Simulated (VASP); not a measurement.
# SrO (Fm-3m) in VASP: notebook

Aim: see how the results for SrO move with the level of theory and the settings. Levels: RPBE, revPBE+D3(BJ), BLYP+D4. Tasks: single point.

Program: VASP 6.6.1. These are calculated values, not measurements. Logs are shortened: lines on timing, memory, paths and dates and some standing lists are left out, and cuts for length are marked.

## Step 1: The cell of the first run

Symmetry: Fm-3m, No. 225, cubic system. The conventional cell has a = 5.167 Å, b = 5.167 Å, c = 5.167 Å, α = 90.00°, β = 90.00°, γ = 90.00°. Sr (site symmetry m-3m) has 6 O at 2.58 Å within 3.4 Å. O (site symmetry m-3m) has 6 Sr at 2.58 Å within 3.4 Å.

## Step 2: Single point, RPBE

INCAR

```
PREC = Accurate ; ENCUT = 520
EDIFF = 1E-7 ; ISMEAR = -1
SIGMA = 0.05 ; LREAL = F
LASPH = T ; NELM = 100
ALGO = Normal ; ISIF = 2
LWAVE = F ; LCHARG = T
GGA = RP ; LELF = T
LVHAR = T ; NBANDS = 15
```

KPOINTS

```
Automatic mesh
0
Gamma
  9 9 9
```

POSCAR

```
SrO
1.0
    0.0000000000      2.5832958595      2.5832958595
    2.5832958595      0.0000000000      2.5832958595
    2.5832958595      2.5832958595      0.0000000000
Sr O
1 1
Direct
    0.5000000000      0.5000000000      0.5000000000
    0.0000000000      0.0000000000      0.0000000000
```

Potentials or basis: VASP PAW PBE potentials, release 64 (Sr_sv, O).

Launch:

```sh
> cat potpaw_PBE.64/Sr_sv/POTCAR potpaw_PBE.64/O/POTCAR > POTCAR
> mpirun -np 1 vasp_std > vasp.out
```

OUTCAR:

```text
PREC = Accurate
   ENCUT = 520
   EDIFF = 1E-7
   ISMEAR = -1
   LREAL = F
   LASPH = T
   NELM = 100
   ISIF = 2
   GGA = RP

 ion  position               nearest neighbor table
   1  0.500  0.500  0.500-   2 2.58   2 2.58   2 2.58   2 2.58   2 2.58   2 2.58
   2  0.000  0.000  0.000-   1 2.58   1 2.58   1 2.58   1 2.58   1 2.58   1 2.58

  LATTYP: Found a face centered cubic cell.
 ALAT       =     5.1665917190

  Lattice vectors:

 A1 = (   0.0000000000,   2.5832958595,   2.5832958595)
 A2 = (   2.5832958595,   0.0000000000,   2.5832958595)
 A3 = (   2.5832958595,   2.5832958595,   0.0000000000)

Analysis of symmetry for initial positions (statically):
=====================================================================
 Subroutine PRICEL returns:
 Original cell was already a primitive cell.

 Routine SETGRP: Setting up the symmetry group for a
 face centered cubic supercell.

 Subroutine GETGRP returns: Found 48 space group operations
[... 9 lines left out ...]

 Routine SETGRP: Setting up the symmetry group for a
 face centered cubic supercell.

 Subroutine GETGRP returns: Found 48 space group operations
[... 11 lines left out ...]
                                     Primitive cell

  volume of cell :      34.4788

  direct lattice vectors                    reciprocal lattice vectors
     0.000000000  2.583295860  2.583295860    -0.193551195  0.193551195  0.193551195
     2.583295860  0.000000000  2.583295860     0.193551195 -0.193551195  0.193551195
     2.583295860  2.583295860  0.000000000     0.193551195  0.193551195 -0.193551195

  length of vectors
     3.653332040  3.653332040  3.653332040     0.335240503  0.335240503  0.335240503

  position of ions in fractional coordinates (direct lattice)
     0.500000000  0.500000000  0.500000000
     0.000000000  0.000000000  0.000000000

  ion indices of the primitive-cell ions
   primitive index   ion index
                 1           1
                 2           2

----------------------------------------------------------------------------------------

 KPOINTS: Automatic mesh

Automatic generation of k-mesh.
 Grid dimensions read from file:
 generate k-points for:    9    9    9

 Generating k-lattice:

  Cartesian coordinates                     Fractional coordinates (reciprocal lattice)
    -0.021505688  0.021505688  0.021505688     0.111111111  0.000000000  0.000000000
     0.021505688 -0.021505688  0.021505688     0.000000000  0.111111111  0.000000000
     0.021505688  0.021505688 -0.021505688     0.000000000  0.000000000  0.111111111

  Length of vectors
     0.037248945  0.037248945  0.037248945

  Shift w.r.t. Gamma in fractional coordinates (k-lattice)
     0.000000000  0.000000000  0.000000000

 Subroutine IBZKPT returns following result:
 ===========================================

 Found     35 irreducible k-points:

 Following reciprocal coordinates:
            Coordinates               Weight
  0.000000  0.000000  0.000000      1.000000
  0.111111  0.000000  0.000000      8.000000
  0.222222  0.000000  0.000000      8.000000
  0.333333  0.000000  0.000000      8.000000
  0.444444  0.000000  0.000000      8.000000
  0.111111  0.111111  0.000000      6.000000
[... 16 lines left out ...]
 -0.333333  0.333333  0.000000     12.000000
  0.444444  0.444444  0.000000      6.000000
 [... further k-points ...]
   k-points           NKPTS =     35   k-points in BZ     NKDIM =     35   number of bands    NBANDS=     15
   number of dos      NEDOS =    301   number of ions     NIONS =      2
   total plane-waves  NPLWV =  21952
   dimension x,y,z NGX =    28 NGY =   28 NGZ =   28
   dimension x,y,z NGXF=    56 NGYF=   56 NGZF=   56
   ions per type =               1   1
   NGX,Y,Z   is equivalent  to a cutoff of  12.74, 12.74, 12.74 a.u.
   NGXF,Y,Z  is equivalent  to a cutoff of  25.48, 25.48, 25.48 a.u.
 SYSTEM =  unknown system
   PREC   = accura    normal or accurate (medium, high low for compatibility)
   ISTART =      0    job   : 0-new  1-cont  2-samecut
   ICHARG =      2    charge: 1-file 2-atom 10-const
   ISPIN  =      1    spin polarized calculation?
   LNONCOLLINEAR =      F non collinear calculations
   LSORBIT =      F    spin-orbit coupling
   LASPH  =      T    aspherical Exc in radial PAW
   ENCUT  =  520.0 eV  38.22 Ry    6.18 a.u.   6.79  6.79  6.79*2*pi/ulx,y,z
   NELM   =    100;   NELMIN=  2; NELMDL= -5     # of ELM steps
   EDIFF  = 0.1E-06   stopping-criterion for ELM
   LREAL  =      F    real-space projection
   EDIFFG = 0.1E-05   stopping-criterion for IOM
   NSW    =      0    number of steps for IOM
   IBRION =     -1    ionic relax: 0-MD 1-quasi-New 2-CG
   NFREE  =      0    steps in history (QN), initial steepest desc. (CG)
   ISIF   =      2    stress and relaxation
   ISYM   =      2    0-nonsym 1-usesym 2-fastsym
   POTIM  = 0.5000    time-step for ionic-motion
   TEBEG  =    0.0;   TEEND  =   0.0 temperature during run
   PSTRESS=    0.0 pullay stress
   NELECT =      16.0000    total number of electrons
   NUPDOWN=      -1.0000    fix difference up-down
   EMIN   =  10.00;   EMAX   =-10.00  energy-range for DOS
   EFERMI =   0.00;   METHOD = LEGACY
   ISMEAR =    -1;   SIGMA  =   0.05  broadening in eV -4-tet -1-fermi 0-gaus
   EFERMI_NEDOS =   21; number of points for ismear=-14 and -15
   IALGO  =     38    algorithm
   IMIX   =      4    mixing-type and parameters
     AMIX     =   0.40;   BMIX     =  1.00
     AMIX_MAG =   1.60;   BMIX_MAG =  1.00
  volume/ion in A,a.u.               =      17.24       116.34
  Fermi-wavevector in a.u.,A,eV,Ry     =   1.267450  2.395132 21.856784  1.606428
  Thomas-Fermi vector in A             =   2.400597
   LORBIT       =      0    0 simple, 1 ext, 2 COOP (PROOUT), +10 PAW based schemes
   GGA     = RP    functional components
   LHFCALC =     F    Hartree Fock is set to
   AEXX    =    0.0000 exact exchange contribution
   IVDW    =     0    specifies the selected vdW correction
   LEPSILON=     F    determine dielectric tensor
   LRPA    =     F    only Hartree local field effects (RPA)
 non-spin polarized calculation
  energy-cutoff  :      520.00
  volume of cell :       34.48
 maximum number of plane-waves:       944
   NGX = 13   NGY = 13   NGZ = 13

 number of electron      15.9999998 magnetization

 Free energy of the ion-electron system (eV)
  ---------------------------------------------------
  ext. energy  EPLUGINS =         0.00000000
  ---------------------------------------------------
  free energy    TOTEN  =       -11.35670545 eV

  energy without entropy =      -11.35670545  energy(sigma->0) =      -11.35670545

 E-fermi :   2.9261     XC(G=0):  -9.7049

 val. band max:        1.7776559252   @ k =   0.0000   0.0000   0.0000
 cond. band min:       5.2224703051   @ k =   0.4444   0.4444   0.0000
 fundamental gap:      3.4448143799
 Fermi energy:         2.9261022979

 k-point     1 :       0.0000    0.0000    0.0000
  band No.  band energies     occupation
      1     -30.7619      2.00000
      2     -13.3891      2.00000
      3     -12.4238      2.00000
      4     -12.4238      2.00000
      5     -12.4238      2.00000
      6       1.7777      2.00000
      7       1.7777      2.00000
      8       1.7777      2.00000
      9       5.8379      0.00000
     10       8.0173      0.00000
     11       8.0173      0.00000
     12       8.0173      0.00000
     13      10.0953      0.00000
     14      10.0953      0.00000
     15      14.6384      0.00000

 k-point     2 :       0.1111    0.0000    0.0000
  band No.  band energies     occupation
      1     -30.7473      2.00000
      2     -13.6945      2.00000
      3     -12.4330      2.00000
      4     -12.4330      2.00000
      5     -12.1544      2.00000
      6       1.4250      2.00000
      7       1.6245      2.00000
      8       1.6245      2.00000
      9       6.3862      0.00000
     10       7.9022      0.00000
     11       8.2533      0.00000
     12       8.2533      0.00000
     13      10.4116      0.00000
     14      10.4116      0.00000
     15      15.4080      0.00000

 k-point     3 :       0.2222    0.0000    0.0000
  band No.  band energies     occupation
      1     -30.7099      2.00000
      2     -14.1957      2.00000
      3     -12.4559      2.00000
      4     -12.4559      2.00000
      5     -11.7451      2.00000
      6       0.7242      2.00000
      7       1.2711      2.00000
      8       1.2711      2.00000
      9       7.6167      0.00000
     10       7.8573      0.00000
     11       8.9088      0.00000
     12       8.9088      0.00000
     13      11.2301      0.00000
     14      11.2301      0.00000
     15      17.1115      0.00000

 k-point     4 :       0.3333    0.0000    0.0000
  band No.  band energies     occupation
      1     -30.6669      2.00000
      2     -14.6132      2.00000
      3     -12.4816      2.00000
      4     -12.4816      2.00000
      5     -11.4325      2.00000
      6       0.0915      2.00000
      7       0.9154      2.00000
      8       0.9154      2.00000
      9       8.0110      0.00000
     10       9.0936      0.00000
     11       9.7883      0.00000
     12       9.7883      0.00000
     13      12.2972      0.00000
     14      12.2972      0.00000
     15      17.5483      0.00000
[... 307 lines left out ...]
 k-point    22 :      -0.4444    0.3333    0.0000
  band No.  band energies     occupation
      1     -30.6024      2.00000
      2     -14.1261      2.00000
      3     -13.0885      2.00000
      4     -12.6807      2.00000
      5     -12.0535      2.00000
      6       0.9290      2.00000
      7       1.2243      2.00000
      8       1.2790      2.00000
      9       6.4132      0.00000
     10       9.7991      0.00000
     11      10.4860      0.00000
     12      11.8467      0.00000
     13      12.5678      0.00000
     14      14.8143      0.00000
     15      14.9952      0.00000

 k-point    23 :      -0.3333    0.3333    0.0000
  band No.  band energies     occupation
      1     -30.6058      2.00000
      2     -14.3478      2.00000
      3     -13.0602      2.00000
      4     -12.6132      2.00000
      5     -11.7639      2.00000
      6       0.4952      2.00000
      7       0.9918      2.00000
      8       1.2867      2.00000
      9       7.5218      0.00000
     10       9.0082      0.00000
     11      10.6461      0.00000
     12      11.2546      0.00000
     13      12.9432      0.00000
     14      14.5616      0.00000
     15      16.6728      0.00000

 k-point    24 :       0.4444    0.4444    0.0000
  band No.  band energies     occupation
      1     -30.6026      2.00000
      2     -13.6661      2.00000
      3     -12.9584      2.00000
      4     -12.7539      2.00000
      5     -12.7539      2.00000
      6       1.2218      2.00000
      7       1.6729      2.00000
      8       1.6729      2.00000
      9       5.2225      0.00000
     10       9.4158      0.00000
     11      11.7525      0.00000
     12      12.1769      0.00000
     13      12.5492      0.00000
     14      12.5492      0.00000
     15      15.7966      0.00000

 [... further k-points ...]
[... 5 lines left out ...]
  --------------------------------------------------------------------------------------
  -------------------------------------------------------------------------------------
  Total        1.0738459      1.0738459      1.0738459     -0.0000000      0.0000000     -0.0000000
  in kB       49.8999509     49.8999509     49.8999509     -0.0000000      0.0000000     -0.0000000
  external PRESSURE =      49.8999509 kB  Pullay stress =       0.0000000 kB

 VOLUME and BASIS-vectors are now :
 -----------------------------------------------------------------------------
  energy-cutoff  :      520.00
  volume of cell :       34.48
      direct lattice vectors                 reciprocal lattice vectors
     0.000000000  2.583295860  2.583295860    -0.193551195  0.193551195  0.193551195
     2.583295860  0.000000000  2.583295860     0.193551195 -0.193551195  0.193551195
     2.583295860  2.583295860  0.000000000     0.193551195  0.193551195 -0.193551195

 POSITION                                       TOTAL-FORCE (eV/Angst)
 -----------------------------------------------------------------------------------
      2.58330      2.58330      2.58330         0.000000     -0.000000     -0.000000
      0.00000      0.00000      0.00000        -0.000000      0.000000      0.000000
 -----------------------------------------------------------------------------------
    total drift:                                0.000000      0.000000      0.000000

  FREE ENERGIE OF THE ION-ELECTRON SYSTEM (eV)
  ---------------------------------------------------
  free  energy   TOTEN  =       -11.3567054460 eV

  energy  without entropy=      -11.3567054459  energy(sigma->0) =      -11.35670545
```

Run time: 35 s. Hardware: 1 thread of AMD EPYC 7R43 (Zen 3), shared host; peak memory 0.13 GiB.

What came out:

```
Free energy            : -11.3567 eV
Pressure               : 5.0 GPa
Band gap on the k mesh : 3.44 eV, indirect (least direct gap 3.55 eV)
```

Caveat: the PAW data sets were made with another functional, which shifts forces and pressure a little.

## Step 3: Single point, revPBE+D3(BJ)

This run uses another cell than the first one, of 16.90 Å³/atom, 0.980 times its volume.

INCAR

```
  PREC = Accurate
  ENCUT = 520
  EDIFF = 1E-6
  ISMEAR = -1
  SIGMA = 0.05
  LREAL = F
  LASPH = T
  NELM = 100
  ALGO = Normal
  ISIF = 2
  LWAVE = F
  LCHARG = T
  GGA = RE
  IVDW = 12
  LELF = T
  LVHAR = T
  NBANDS = 15
```

KPOINTS

```
regular mesh
0
Gamma
  9 9 9
```

POSCAR

```
SrO
1.0
    0.0000000000      2.5663000000      2.5663000000
    2.5663000000      0.0000000000      2.5663000000
    2.5663000000      2.5663000000      0.0000000000
Sr O
1 1
Direct
    0.5000000000      0.5000000000      0.5000000000
    0.0000000000      0.0000000000      0.0000000000
```

Potentials or basis: VASP PAW PBE potentials, release 64 (Sr_sv, O).

Launch:

```sh
> cat potpaw_PBE.64/Sr_sv/POTCAR potpaw_PBE.64/O/POTCAR > POTCAR
> mpirun -np 1 vasp_std > vasp.out
```

Run time: 29 s. Hardware: 1 thread of AMD EPYC 7R43 (Zen 3), shared host; peak memory 0.14 GiB.

Results (log left out):

```
Free energy                : -12.3079 eV
Pressure                   : 1.8 GPa
Band gap on the k mesh     : 3.41 eV, indirect (least direct gap 3.50 eV)
Dispersion energy per atom : -0.444 eV
```

Levels at points of the mesh, in eV from the valence-band top:
```csv
k point,band 5,band 6,band 7,band 8,band 9,band 10,band 11,band 12
"(0.00, 0.00, 0.00)",-14.08,0.00,0.00,0.00,4.15,6.27,6.27,6.27
```

Caveat: the PAW data sets were made with another functional, which shifts forces and pressure a little. A k mesh can miss the band edges.

## Step 4: Single point, revPBE+D3(BJ)

INCAR

```
SYSTEM = SrO
  ALGO = Normal
  EDIFF = 1E-6
  ENCUT = 520
  GGA = RE
  ISIF = 2
  ISMEAR = -1
  IVDW = 12
  LASPH = .TRUE.
  LCHARG = .FALSE.
  LREAL = .FALSE.
  LWAVE = .FALSE.
  NBANDS = 15
  NELM = 80
  PREC = Accurate
  SIGMA = 0.05
```

KPOINTS

```
k-points
0
G
  9 9 9
  0 0 0
```

POSCAR

```
SrO
1.0
    0.0000000000      2.5832958595      2.5832958595
    2.5832958595      0.0000000000      2.5832958595
    2.5832958595      2.5832958595      0.0000000000
Sr O
1 1
Direct
    0.5000000000      0.5000000000      0.5000000000
    0.0000000000      0.0000000000      0.0000000000
```

Launch:

```sh
> cat potpaw_PBE.64/Sr_sv/POTCAR potpaw_PBE.64/O/POTCAR > POTCAR
> mpirun -np 1 vasp_std > vasp.out
```

Wall time 31 s (1 thread of AMD EPYC 7R43 (Zen 3), shared host); peak memory 0.13 GiB.

Results (log left out):

```
Free energy                : -12.3121 eV
Pressure                   : 0.0 GPa
Band gap on the k mesh     : 3.42 eV, indirect (least direct gap 3.52 eV)
Dispersion energy per atom : -0.435 eV
```

Levels at points of the mesh, in eV from the valence-band top:
```tsv
k point	band 5	band 6	band 7	band 8	band 9	band 10	band 11	band 12
(0.00, 0.00, 0.00)	-14.17	0.00	0.00	0.00	4.01	6.23	6.23	6.23
```

Caveat: the PAW data sets were made with another functional, which shifts forces and pressure a little. A k mesh can miss the band edges.

[end of part 1 of 2]
